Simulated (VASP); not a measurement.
A run of VASP 6.6.1 is set up as follows.

File INCAR:

```
SYSTEM = ZrSi3O8
  PREC = Accurate
  ENCUT = 520
  EDIFF = 1E-7
  ISMEAR = 0
  SIGMA = 0.02
  LREAL = .False.
  LASPH = .True.
  NELM = 100
  ALGO = Normal
  ISIF = 2
  LWAVE = .False.
  LCHARG = .False.
  GGA = PE
  NBANDS = 48
```

Contents of KPOINTS:

```
regular mesh
0
Gamma
  4 4 4
  0 0 0
```

The input POSCAR:

```
ZrSi3O8
1.0
    5.5005481000      0.0000000000      0.0000000000
    0.0000000000      5.5005481000      0.0000000000
    0.0000000000      0.0000000000      8.0313462000
Zr Si O
1 3 8
Direct
    0.5000000000      0.5000000000      0.5000000000
    0.0000000000      0.5000000000      0.7804510000
    0.5000000000      0.0000000000      0.2195490000
    0.0000000000      0.0000000000      0.0000000000
    0.0000000000      0.7491400000      0.8914170000
    0.5000000000      0.2339300000      0.3418320000
    0.2339300000      0.5000000000      0.6581680000
    0.7491400000      0.0000000000      0.1085830000
    0.0000000000      0.2508600000      0.8914170000
    0.5000000000      0.7660700000      0.3418320000
    0.7660700000      0.5000000000      0.6581680000
    0.2508600000      0.0000000000      0.1085830000
```

Potentials or basis: VASP PAW PBE potentials, release 64 (Zr_sv, Si, O).

The run is started by

```sh
$ cat potpaw_PBE.64/Zr_sv/POTCAR potpaw_PBE.64/Si/POTCAR potpaw_PBE.64/O/POTCAR > POTCAR
$ mpirun -np 1 vasp_std > vasp.out
```

Q: Estimate the band gap on the k mesh.

A: 4.66 eV (least direct gap 4.70 eV).

Q: Predict the pressure.

A: 0.1 GPa.

Forces in eV/Å, atoms in the order of the input:
```
Zr   0.000  0.000  0.000
Si   0.000  0.000  0.036
Si   0.000  0.000 -0.036
Si   0.000  0.000  0.000
O    0.000 -0.004 -0.001
O    0.000 -0.008 -0.004
O   -0.008  0.000  0.004
O   -0.004  0.000  0.001
O    0.000  0.004 -0.001
O    0.000  0.008 -0.004
O    0.008  0.000  0.004
O    0.004  0.000  0.001
```

A k mesh can miss the band edges.
